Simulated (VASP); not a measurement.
# Mn3Si (Fm-3m) in VASP: further runs

The runs below take Mn3Si through single point, with LDA.

Everything below comes from runs of VASP 6.6.1. Logs are shortened: lines on timing, memory, paths and dates and some standing lists are left out, and cuts for length are marked.

## (1) The cell of the first run

Symmetry: Fm-3m, No. 225, cubic system. The conventional cell has a = 5.722 Å, b = 5.722 Å, c = 5.722 Å, α = 90.00°, β = 90.00°, γ = 90.00°. Within 3.3 Å of Mn (site symmetry m-3m) lie 8 Mn at 2.48 Å and 6 Si at 2.86 Å. Within 3.3 Å of Mn (site symmetry -43m) lie 10 Mn at 2.48 to 2.86 Å and 4 Si at 2.48 Å. Within 3.3 Å of Si (site symmetry m-3m) lie 14 Mn at 2.48 to 2.86 Å.

## (2) Single point, LDA, collinear spin, ferrimagnetic start

INCAR reads:

```
PREC = Accurate
ENCUT = 520
EDIFF = 1E-6
ISMEAR = -1
SIGMA = 0.05
LREAL = F
LASPH = T
NELM = 150
ALGO = Normal
ISIF = 2
LWAVE = F
LCHARG = F
ISPIN = 2
MAGMOM = 0.967 -0.274 -0.273 0
LORBIT = 11
NUPDOWN = 0.42
LMAXMIX = 4
GGA = CA
NBANDS = 34
```

KPOINTS reads:

```
regular mesh
0
Gamma
  10 10 10
```

POSCAR reads:

```
Mn3Si
1.0
    0.0000000000      2.8610000000      2.8610000000
    2.8610000000      0.0000000000      2.8610000000
    2.8610000000      2.8610000000      0.0000000000
Mn Si
3 1
Direct
    0.5000000000      0.5000000000      0.5000000000
    0.2500000000      0.2500000000      0.2500000000
    0.7500000000      0.7500000000      0.7500000000
    0.0000000000      0.0000000000      0.0000000000
```

Potentials or basis: VASP PAW LDA potentials, release 64 (Mn_pv, Si).

Launch:

```
$ cat potpaw_LDA.64/Mn_pv/POTCAR potpaw_LDA.64/Si/POTCAR > POTCAR
$ mpirun -np 1 vasp_std > vasp.out
```

OUTCAR:

```text
PREC = Accurate
   ENCUT = 520
   EDIFF = 1E-6
   ISMEAR = -1
   LREAL = F
   LASPH = T
   NELM = 150
   ISIF = 2
   ISPIN = 2
   LORBIT = 11
   NUPDOWN = 0.42
   GGA = CA

 ion  position               nearest neighbor table
   1  0.500  0.500  0.500-   2 2.48   2 2.48   2 2.48   3 2.48   3 2.48   3 2.48   3 2.48   2 2.48
                             4 2.86   4 2.86   4 2.86   4 2.86   4 2.86   4 2.86
   2  0.250  0.250  0.250-   4 2.48   4 2.48   4 2.48   1 2.48   1 2.48   1 2.48   4 2.48   1 2.48
                             3 2.86   3 2.86   3 2.86   3 2.86   3 2.86   3 2.86
   3  0.750  0.750  0.750-   1 2.48   1 2.48   1 2.48   4 2.48   4 2.48   4 2.48   4 2.48   1 2.48
                             2 2.86   2 2.86   2 2.86   2 2.86   2 2.86   2 2.86
   4  0.000  0.000  0.000-   3 2.48   3 2.48   3 2.48   2 2.48   2 2.48   2 2.48   3 2.48   2 2.48
                             1 2.86   1 2.86   1 2.86   1 2.86   1 2.86   1 2.86

  LATTYP: Found a face centered cubic cell.
 ALAT       =     5.7220000000

  Lattice vectors:

 A1 = (   0.0000000000,   2.8610000000,   2.8610000000)
 A2 = (   2.8610000000,   0.0000000000,   2.8610000000)
 A3 = (   2.8610000000,   2.8610000000,   0.0000000000)

Analysis of symmetry for initial positions (statically):
=====================================================================
 Subroutine PRICEL returns:
 Original cell was already a primitive cell.

 Routine SETGRP: Setting up the symmetry group for a
 face centered cubic supercell.

 Subroutine GETGRP returns: Found 48 space group operations
 (whereof 48 operations were pure point group operations)
 out of a pool of 48 trial point group operations.

The static configuration has the point symmetry O_h .

Analysis of symmetry for dynamics (positions and initial velocities):
=====================================================================
 Subroutine PRICEL returns:
 Original cell was already a primitive cell.

 Routine SETGRP: Setting up the symmetry group for a
 face centered cubic supercell.

 Subroutine GETGRP returns: Found 48 space group operations
 (whereof 48 operations were pure point group operations)
 out of a pool of 48 trial point group operations.

The dynamic configuration has the point symmetry O_h .

Analysis of structural, dynamic, and magnetic symmetry:
=====================================================================
 Subroutine PRICEL returns:
 Original cell was already a primitive cell.

 Routine SETGRP: Setting up the symmetry group for a
 face centered cubic supercell.

 Subroutine GETGRP returns: Found 24 space group operations
 (whereof 24 operations were pure point group operations)
 out of a pool of 48 trial point group operations.

The overall configuration has the point symmetry T_d .

 Subroutine INISYM returns: Found 24 space group operations
 (whereof 24 operations are pure point group operations),
 and found     1 'primitive' translations

----------------------------------------------------------------------------------------

                                     Primitive cell

  volume of cell :      46.8364

  direct lattice vectors                    reciprocal lattice vectors
     0.000000000  2.861000000  2.861000000    -0.174764069  0.174764069  0.174764069
     2.861000000  0.000000000  2.861000000     0.174764069 -0.174764069  0.174764069
     2.861000000  2.861000000  0.000000000     0.174764069  0.174764069 -0.174764069

  length of vectors
     4.046065002  4.046065002  4.046065002     0.302700246  0.302700246  0.302700246

  position of ions in fractional coordinates (direct lattice)
     0.500000000  0.500000000  0.500000000
     0.250000000  0.250000000  0.250000000
     0.750000000  0.750000000  0.750000000
     0.000000000  0.000000000  0.000000000

  ion indices of the primitive-cell ions
   primitive index   ion index
                 1           1
                 2           2
                 3           3
                 4           4

----------------------------------------------------------------------------------------

 KPOINTS: regular mesh

Automatic generation of k-mesh.
 Grid dimensions read from file:
 generate k-points for:   10   10   10

 Generating k-lattice:

  Cartesian coordinates                     Fractional coordinates (reciprocal lattice)
    -0.017476407  0.017476407  0.017476407     0.100000000  0.000000000  0.000000000
     0.017476407 -0.017476407  0.017476407     0.000000000  0.100000000  0.000000000
     0.017476407  0.017476407 -0.017476407     0.000000000  0.000000000  0.100000000

  Length of vectors
     0.030270025  0.030270025  0.030270025

  Shift w.r.t. Gamma in fractional coordinates (k-lattice)
     0.000000000  0.000000000  0.000000000

 Subroutine IBZKPT returns following result:
 ===========================================

 Found     47 irreducible k-points:

 Following reciprocal coordinates:
            Coordinates               Weight
  0.000000  0.000000  0.000000      1.000000
  0.100000  0.000000  0.000000      8.000000
  0.200000  0.000000  0.000000      8.000000
  0.300000  0.000000  0.000000      8.000000
  0.400000  0.000000  0.000000      8.000000
  0.500000  0.000000  0.000000      4.000000
[... 16 lines left out ...]
  0.300000  0.300000  0.000000      6.000000
  0.400000  0.300000  0.000000     24.000000
 [... further k-points ...]
   k-points           NKPTS =     47   k-points in BZ     NKDIM =     47   number of bands    NBANDS=     34
   number of dos      NEDOS =    301   number of ions     NIONS =      4
   total plane-waves  NPLWV =  27000
   dimension x,y,z NGX =    30 NGY =   30 NGZ =   30
   dimension x,y,z NGXF=    60 NGYF=   60 NGZF=   60
   ions per type =               3   1
   NGX,Y,Z   is equivalent  to a cutoff of  12.33, 12.33, 12.33 a.u.
   NGXF,Y,Z  is equivalent  to a cutoff of  24.65, 24.65, 24.65 a.u.
 SYSTEM =  unknown system
   PREC   = accura    normal or accurate (medium, high low for compatibility)
   ISTART =      0    job   : 0-new  1-cont  2-samecut
   ICHARG =      2    charge: 1-file 2-atom 10-const
   ISPIN  =      2    spin polarized calculation?
   LNONCOLLINEAR =      F non collinear calculations
   LSORBIT =      F    spin-orbit coupling
   LASPH  =      T    aspherical Exc in radial PAW
   ENCUT  =  520.0 eV  38.22 Ry    6.18 a.u.   7.52  7.52  7.52*2*pi/ulx,y,z
   NELM   =    150;   NELMIN=  2; NELMDL= -5     # of ELM steps
   EDIFF  = 0.1E-05   stopping-criterion for ELM
   LREAL  =      F    real-space projection
   EDIFFG = 0.1E-04   stopping-criterion for IOM
   NSW    =      0    number of steps for IOM
   IBRION =     -1    ionic relax: 0-MD 1-quasi-New 2-CG
   NFREE  =      0    steps in history (QN), initial steepest desc. (CG)
   ISIF   =      2    stress and relaxation
   ISYM   =      2    0-nonsym 1-usesym 2-fastsym
   POTIM  = 0.5000    time-step for ionic-motion
   TEBEG  =    0.0;   TEEND  =   0.0 temperature during run
   PSTRESS=    0.0 pullay stress
   NELECT =      43.0000    total number of electrons
   NUPDOWN=       0.4200    fix difference up-down
   EMIN   =  10.00;   EMAX   =-10.00  energy-range for DOS
   EFERMI =   0.00;   METHOD = LEGACY
   ISMEAR =    -1;   SIGMA  =   0.05  broadening in eV -4-tet -1-fermi 0-gaus
   EFERMI_NEDOS =   21; number of points for ismear=-14 and -15
   IALGO  =     38    algorithm
   IMIX   =      4    mixing-type and parameters
     AMIX     =   0.40;   BMIX     =  1.00
     AMIX_MAG =   1.60;   BMIX_MAG =  1.00
  volume/ion in A,a.u.               =      11.71        79.02
  Fermi-wavevector in a.u.,A,eV,Ry     =   1.591121  3.006782 34.445395  2.531665
  Thomas-Fermi vector in A             =   2.689710
   LORBIT       =     11    0 simple, 1 ext, 2 COOP (PROOUT), +10 PAW based schemes
   GGA     = CA    functional components
   LHFCALC =     F    Hartree Fock is set to
   AEXX    =    0.0000 exact exchange contribution
   IVDW    =     0    specifies the selected vdW correction
   LEPSILON=     F    determine dielectric tensor
   LRPA    =     F    only Hartree local field effects (RPA)
 spin polarized calculation
  energy-cutoff  :      520.00
  volume of cell :       46.84
 maximum number of plane-waves:      1295
   NGX = 15   NGY = 15   NGZ = 15

 number of electron      43.0000044 magnetization       0.4200000

 Free energy of the ion-electron system (eV)
  ---------------------------------------------------
  ext. energy  EPLUGINS =         0.00000000
  ---------------------------------------------------
  free energy    TOTEN  =       -37.10123154 eV

  energy without entropy =      -37.04755295  energy(sigma->0) =      -37.07439225

 E-fermi :  10.6225     XC(G=0): -13.4018

 val. band max:       10.5283695688   @ k =   0.3000   0.3000   0.0000
 cond. band min:      10.0748522445   @ k =   0.3000   0.2000   0.1000
 fundamental gap:     -0.4535173244
 Fermi energy:        10.0649404587

 spin component 1

 k-point     1 :       0.0000    0.0000    0.0000
  band No.  band energies     occupation
      1     -38.3792      1.00000
      2     -38.3792      1.00000
      3     -38.3792      1.00000
      4     -37.0004      1.00000
      5     -37.0004      1.00000
      6     -37.0004      1.00000
[... 853 lines left out ...]
     32      18.9762      0.00000
     33      20.6313      0.00000

 [... further k-points ...]

 spin component 2

 k-point     1 :       0.0000    0.0000    0.0000
  band No.  band energies     occupation
      1     -37.6298      1.00000
      2     -37.6298      1.00000
      3     -37.6298      1.00000
      4     -37.5731      1.00000
      5     -37.5731      1.00000
      6     -37.5731      1.00000
[... 853 lines left out ...]
     32      18.9350      0.00000
     33      20.7162      0.00000

 [... further k-points ...]

 [bands above 33 left out]

------------------------ aborting loop because EDIFF is reached ----------------------------------------

  FORCE on cell =-STRESS in cart. coord.  units (eV):
  Direction    XX          YY          ZZ          XY          YZ          ZX
  --------------------------------------------------------------------------------------
  -------------------------------------------------------------------------------------
  Total       -7.6839860     -7.6839860     -7.6839860      0.0000000      0.0000000      0.0000000
  in kB     -262.8533867   -262.8533867   -262.8533867      0.0000000      0.0000000      0.0000000
  external PRESSURE =    -262.8533867 kB  Pullay stress =       0.0000000 kB

 VOLUME and BASIS-vectors are now :
 -----------------------------------------------------------------------------
  energy-cutoff  :      520.00
  volume of cell :       46.84
      direct lattice vectors                 reciprocal lattice vectors
     0.000000000  2.861000000  2.861000000    -0.174764069  0.174764069  0.174764069
     2.861000000  0.000000000  2.861000000     0.174764069 -0.174764069  0.174764069
     2.861000000  2.861000000  0.000000000     0.174764069  0.174764069 -0.174764069

 POSITION                                       TOTAL-FORCE (eV/Angst)
 -----------------------------------------------------------------------------------
      2.86100      2.86100      2.86100        -0.000000     -0.000000     -0.000000
      1.43050      1.43050      1.43050         0.000000      0.000000      0.000000
      4.29150      4.29150      4.29150         0.000000      0.000000      0.000000
      0.00000      0.00000      0.00000        -0.000000     -0.000000     -0.000000
 -----------------------------------------------------------------------------------
    total drift:                               -0.000000     -0.000000     -0.000000

  FREE ENERGIE OF THE ION-ELECTRON SYSTEM (eV)
  ---------------------------------------------------
  free  energy   TOTEN  =       -37.1012315387 eV

  energy  without entropy=      -37.0475529522  energy(sigma->0) =      -37.07439225

 total charge

# of ion       s       p       d       tot
------------------------------------------
    1        0.374   6.344   5.114  11.832
    2        0.335   6.343   5.237  11.916
    3        0.335   6.343   5.237  11.916
    4        0.725   0.884   0.000   1.610
--------------------------------------------------
tot          1.770  19.914  15.589  37.273

 magnetization (x)

# of ion       s       p       d       tot
------------------------------------------
    1        0.016   0.016   1.675   1.707
    2       -0.003  -0.009  -0.652  -0.664
    3       -0.003  -0.009  -0.652  -0.664
    4        0.018   0.014   0.000   0.031
--------------------------------------------------
tot          0.027   0.012   0.372   0.410
```

Run time: 6.8 min. Hardware: 1 thread of Intel Xeon Platinum 8559C (Emerald Rapids), shared host; peak memory 0.23 GiB.

What came out:

```
Free energy                                           : -37.1012 eV
Pressure                                              : -26.3 GPa
Net moment                                            : 0.42 μB per cell
Site moments                                          : Mn +1.71, -0.66 (each value once); Si +0.03 μB
Valence electrons inside the program's atomic spheres : Mn 11.83, 11.92 (each value once); Si 1.61
```

Caveat: the cell stands under tension; the total moment is fixed, so each spin has its own Fermi level.

## (3) Single point, LDA, collinear spin, ferrimagnetic start

INCAR reads:

```
SYSTEM = Mn3Si
ALGO = Normal ; EDIFF = 1E-6
ENCUT = 520 ; ISIF = 2
ISMEAR = -1 ; ISPIN = 2
LASPH = .True. ; LCHARG = .False.
LMAXMIX = 4 ; LORBIT = 11
LREAL = .False. ; LWAVE = .False.
MAGMOM = 0.967 -0.274 -0.273 0 ; NBANDS = 34
NELM = 150 ; NUPDOWN = 0.42
PREC = Accurate ; SIGMA = 0.05
```

KPOINTS reads:

```
k-points
0
Gamma
  10 10 10
  0 0 0
```

POSCAR is that of step 2.

Potentials or basis: VASP PAW LDA potentials, release 64 (Mn_pv, Si).

Launch:

```
$ cat potpaw_LDA.64/Mn_pv/POTCAR potpaw_LDA.64/Si/POTCAR > POTCAR
$ mpirun -np 1 vasp_std > vasp.out
```

Wall time 18 min (1 thread of AMD EPYC 7R13, shared host); peak memory 0.21 GiB.

It converged, with:

- Free energy: -37.1012 eV
- Pressure: -26.3 GPa
- Net moment: 0.42 μB per cell
- Site moments: Mn +1.71, -0.67 (each value once); Si +0.03 μB
- Valence electrons inside the program's atomic spheres: Mn 11.83, 11.92 (each value once); Si 1.61

Caveat: the cell stands under tension; the total moment is fixed, so each spin has its own Fermi level.

## (4) Single point, LDA, collinear spin, ferrimagnetic start

INCAR reads:

```
SYSTEM = Mn3Si
PREC = Accurate
ENCUT = 520
EDIFF = 1E-7
ISMEAR = -1
SIGMA = 0.05
LREAL = .FALSE.
LASPH = .TRUE.
NELM = 150
ALGO = Normal
ISIF = 2
LWAVE = .FALSE.
LCHARG = .FALSE.
ISPIN = 2
MAGMOM = 1.451 -0.41 -0.411 0
LORBIT = 11
NUPDOWN = 0.63
LMAXMIX = 4
NBANDS = 34
```

KPOINTS reads:

```
Automatic mesh
0
G
  10 10 10
  0 0 0
```

POSCAR is that of step 3.

Potentials or basis: VASP PAW LDA potentials, release 64 (Mn_pv, Si).

Launch:

```
$ cat potpaw_LDA.64/Mn_pv/POTCAR potpaw_LDA.64/Si/POTCAR > POTCAR
$ mpirun -np 1 vasp_std > vasp.out
```

OUTCAR:

```text
SYSTEM = Mn3Si
   PREC = Accurate
   ENCUT = 520
   EDIFF = 1E-7
   ISMEAR = -1
   LREAL = .FALSE.
   LASPH = .TRUE.
   NELM = 150
   ISIF = 2
   ISPIN = 2
   LORBIT = 11
   NUPDOWN = 0.63

 ion  position               nearest neighbor table
   1  0.500  0.500  0.500-   2 2.48   2 2.48   2 2.48   3 2.48   3 2.48   3 2.48   3 2.48   2 2.48
                             4 2.86   4 2.86   4 2.86   4 2.86   4 2.86   4 2.86
   2  0.250  0.250  0.250-   4 2.48   4 2.48   4 2.48   1 2.48   1 2.48   1 2.48   4 2.48   1 2.48
                             3 2.86   3 2.86   3 2.86   3 2.86   3 2.86   3 2.86
   3  0.750  0.750  0.750-   1 2.48   1 2.48   1 2.48   4 2.48   4 2.48   4 2.48   4 2.48   1 2.48
                             2 2.86   2 2.86   2 2.86   2 2.86   2 2.86   2 2.86
[... 1966 lines left out ...]

 POSITION                                       TOTAL-FORCE (eV/Angst)
 -----------------------------------------------------------------------------------
      2.86100      2.86100      2.86100         0.000000      0.000000      0.000000
      1.43050      1.43050      1.43050         0.000000      0.000000      0.000000
      4.29150      4.29150      4.29150        -0.000000     -0.000000     -0.000000
      0.00000      0.00000      0.00000         0.000000      0.000000      0.000000
 -----------------------------------------------------------------------------------
    total drift:                               -0.000000     -0.000000     -0.000000

  FREE ENERGIE OF THE ION-ELECTRON SYSTEM (eV)
  ---------------------------------------------------
  free  energy   TOTEN  =       -37.1609664084 eV

  energy  without entropy=      -37.1140398101  energy(sigma->0) =      -37.13750311

 total charge

# of ion       s       p       d       tot
------------------------------------------
    1        0.374   6.345   5.110  11.829
    2        0.335   6.344   5.239  11.917
    3        0.335   6.344   5.239  11.917
    4        0.725   0.887   0.000   1.612
--------------------------------------------------
tot          1.770  19.918  15.588  37.276

 magnetization (x)

# of ion       s       p       d       tot
------------------------------------------
    1        0.017   0.018   1.909   1.944
    2       -0.004  -0.010  -0.668  -0.682
    3       -0.004  -0.010  -0.668  -0.682
    4        0.019   0.015   0.000   0.034
--------------------------------------------------
tot          0.028   0.013   0.572   0.613
```

Run time: 5 min. Hardware: 1 thread of AMD EPYC 7R13, shared host; peak memory 0.2 GiB.

What came out:

```
Free energy                                           : -37.1610 eV
Pressure                                              : -25.4 GPa
Net moment                                            : 0.63 μB per cell
Site moments                                          : Mn +1.94, -0.68 (each value once); Si +0.03 μB
Valence electrons inside the program's atomic spheres : Mn 11.83, 11.92 (each value once); Si 1.61
```

Caveat: the cell stands under tension; the total moment is fixed, so each spin has its own Fermi level.

(Continued in part 2 of 2.)
